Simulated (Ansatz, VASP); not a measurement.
**Two plane-wave programs on SiC**

Contents of INCAR:

```
SYSTEM = SiC
PREC     = Accurate       ! precision mode
ENCUT    = 520            ! plane-wave cutoff, eV
EDIFF    = 1E-7           ! SCF threshold, eV
ISMEAR   = 0              ! smearing method
SIGMA    = 0.05           ! smearing width, eV
LREAL    = .False.        ! projectors in reciprocal space
LASPH    = .True.         ! aspherical terms in the spheres
NELM     = 60             ! most SCF steps
ALGO     = Normal         ! electronic algorithm
ISIF     = 2              ! what is computed and relaxed
LWAVE    = .False.        ! write WAVECAR
LCHARG   = .False.        ! write CHGCAR
GGA      = PS             ! functional
NBANDS   = 11             ! bands
```

The input KPOINTS:

```
Automatic mesh
0
Gamma
  10 10 10
  0 0 0
```

POSCAR

```
SiC
1.0
    0.0000000000      2.2147686909      2.2147686909
    2.2147686909      0.0000000000      2.2147686909
    2.2147686909      2.2147686909      0.0000000000
Si C
1 1
Direct
    0.0058896629     -0.0058896629      0.0058896629
    0.7362283587      0.7637716413      0.7362283587
```

Input for Ansatz:

```yaml
crystal:
  lattice:
    - [0.0, 2.2147686909, 2.2147686909]
    - [2.2147686909, 0.0, 2.2147686909]
    - [2.2147686909, 2.2147686909, 0.0]
  atoms:
    - { symbol: Si, position: [0.0058896629, -0.0058896629, 0.0058896629] }
    - { symbol: C, position: [0.7362283587, 0.7637716413, 0.7362283587] }
basis:
  ecutwfc: 520.0
kpoints:
  mp_grid: { grid: [10, 10, 10] }
hamiltonian:
  xc: pbesol
scf:
  occupations: { method: gaussian, width: 0.05 }
output:
  forces: true
  stress: true
  eigenvalues: true
```

Change from the starting cell: mode 6 frozen in at -0.060 Å, equal normal strain along x, y and z +0.0167.

Alike in both runs: task single point; functional PBEsol; k mesh 10 × 10 × 10; occupations gaussian, width 0.05 eV; no spin polarisation.

```csv
,VASP,Ansatz
version,VASP 6.6.1,Ansatz 0.2.0
potentials or method,"VASP PAW PBE potentials, release 64 (Si, C), cutoff 520 eV","scalar-relativistic, plane waves, PAW"
valence electrons in the cell,8,8
```

|  | VASP | Ansatz | Ansatz less VASP |
| --- | --- | --- | --- |
| gap on the k mesh at the Fermi level (eV) | 0.88 | 0.88 | +0.008 |
| least direct gap on the mesh (eV) | 4.18 | 4.19 | +0.007 |
| pressure (GPa) | -8.9 | -9.2 | -0.32 |
| traceless stress, the component that is largest in VASP (GPa) | -3.93 | -3.86 | +0.076 |
| rms of the force components (eV/Å) | 0.855 | 0.852 | -0.0031 |

VASP's potentials were made for PBE, not for PBEsol. Atom by atom the forces differ by 0.003 eV/Å (rms over components). The functional is the same, so the differences come from potentials, cutoffs and numerics.
